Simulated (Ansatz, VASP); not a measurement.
# One calculation of CdS, two programs

INCAR

```
PREC = Accurate
ENCUT = 630
EDIFF = 1E-6
ISMEAR = -1
SIGMA = 0.05
LREAL = False
LASPH = True
NELM = 120
ALGO = Normal
ISIF = 2
LWAVE = False
LCHARG = False
GGA = RE
IVDW = 12
NBANDS = 20
GGA_COMPAT = False
```

The input KPOINTS:

```
Automatic mesh
0
Gamma
  8 8 8
```

File POSCAR:

```
CdS
1.0
    0.0000000000      2.9358151324      2.9358151324
    2.9358151324      0.0000000000      2.9358151324
    2.9358151324      2.9358151324      0.0000000000
Cd S
1 1
Direct
    0.0000000000      0.0000000000      0.0000000000
    0.7500000000      0.7500000000      0.7500000000
```

File input.yaml:

```yaml
crystal:
  lattice:
    - [0.0, 2.9358151324, 2.9358151324]
    - [2.9358151324, 0.0, 2.9358151324]
    - [2.9358151324, 2.9358151324, 0.0]
  atoms:
    - { symbol: Cd, position: [0.0, 0.0, 0.0] }
    - { symbol: S, position: [0.75, 0.75, 0.75] }
hamiltonian:
  xc: revpbe
  pseudopotentials: { kind: paw }
  dispersion: d3bj
kpoints:
  mp_grid: { grid: [8, 8, 8] }
scf:
  occupations: { method: fermi_dirac, width: 0.05 }
output:
  forces: true
  stress: true
  eigenvalues: true
```

Alike in both runs: task single point; functional revPBE; dispersion D3(BJ); k mesh 8 × 8 × 8; occupations fermi-dirac, width 0.05 eV; no spin polarisation.

|  | VASP | Ansatz |
| --- | --- | --- |
| version | VASP 6.6.1 | Ansatz 0.2.0 |
| potentials or method | VASP PAW PBE potentials, release 64 (Cd_sv_GW, S) | Ansatz PAW |
| plane-wave cutoff (eV) | 630 | 420 |
| valence electrons in the cell | 26 | 26 |

Ansatz gave:

* gap on the k mesh at the Fermi level (eV): 1.24
* least direct gap on the mesh (eV): 1.24
* pressure (GPa): -1.1

**Question.** What did VASP give for the same quantities?

**Answer.** gap on the k mesh at the Fermi level (eV): 1.24; least direct gap on the mesh (eV): 1.24; pressure (GPa): -1.2.

VASP's potentials were made for PBE, not for revPBE.
